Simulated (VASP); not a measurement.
Runs of VASP 6.6.1 on C. The structure is that of space group Fmmm (No. 69), or close to it. The cells are those of the table. 

```csv
cell,smearing,gap on the mesh (eV),pressure (GPa),largest force (eV/Å)
"a = 4.019, b = 3.613, c = 2.488 Å, angles 80.1, 62.3, 37.6°, 2 atoms",methfessel-paxton 0.0555 eV,0.35,(b),0.03
"a = 3.940, b = 3.542, c = 2.440 Å, angles 80.1, 62.3, 37.6°, 2 atoms",methfessel-paxton 0.0531 eV,(a),8.2,0.03
"a = 3.980, b = 3.578, c = 2.464 Å, angles 80.1, 62.3, 37.6°, 2 atoms",methfessel-paxton 0.0544 eV,0.34,(c),0.03
"a = 4.057, b = 3.647, c = 2.512 Å, angles 80.1, 62.3, 37.6°, 2 atoms",methfessel-paxton 0.0565 eV,0.35,-15.2,0.03
"a = 3.899, b = 3.506, c = 2.414 Å, angles 80.1, 62.3, 37.6°, 2 atoms",methfessel-paxton 0.0516 eV,0.32,18.3,0.04
```

Alike in all rows: task single point; level PBEsol; potentials or basis VASP PAW PBE potentials, release 64 (C); no spin polarisation; k mesh 14 × 14 × 14; cutoff (eV) 520.

Estimate the missing entries.

(a) 0.33; (b) -8.4; (c) -0.7.

Caveats: the PAW data sets were made with another functional, which shifts forces and pressure a little.

A k mesh can miss the band edges.
